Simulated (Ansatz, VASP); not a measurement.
Hf: VASP beside Ansatz

```
Hf
1.0
     3.20476    0.00000    0.00000
    -1.60238    2.77541    0.00000
     0.00000    0.00000    5.06758
Hf
2
Direct
  0.33333 0.66667 0.75000
  0.66667 0.33333 0.25000
```

Alike in both runs: functional PBE; k mesh 15 × 15 × 8; occupations gaussian, width 0.1 eV; no spin polarisation.

Ansatz relaxed the structure, and its values are those at the end. VASP's run is a single point on that final structure, the one shown.

|  | VASP | Ansatz |
| --- | --- | --- |
| version | VASP 6.6.1 | Ansatz 0.2.0 |
| potentials or method | VASP PAW PBE potentials, release 64 (Hf_pv), cutoff 520 eV | scalar-relativistic, plane waves, PAW |
| valence electrons in the cell | 20 | 52 |

|  | VASP | Ansatz | Ansatz less VASP |
| --- | --- | --- | --- |
| gap on the k mesh at the Fermi level (eV) | none | none | - |
| pressure (GPa) | -0.4 | 0.0 | +0.44 |

A gap of «none» marks a metal or a gap that the smearing closes. VASP's potentials hold 20 valence electrons a cell and Ansatz's 52, so a difference there can come from the potentials and not from the codes.

Spin-orbit coupling is off throughout.
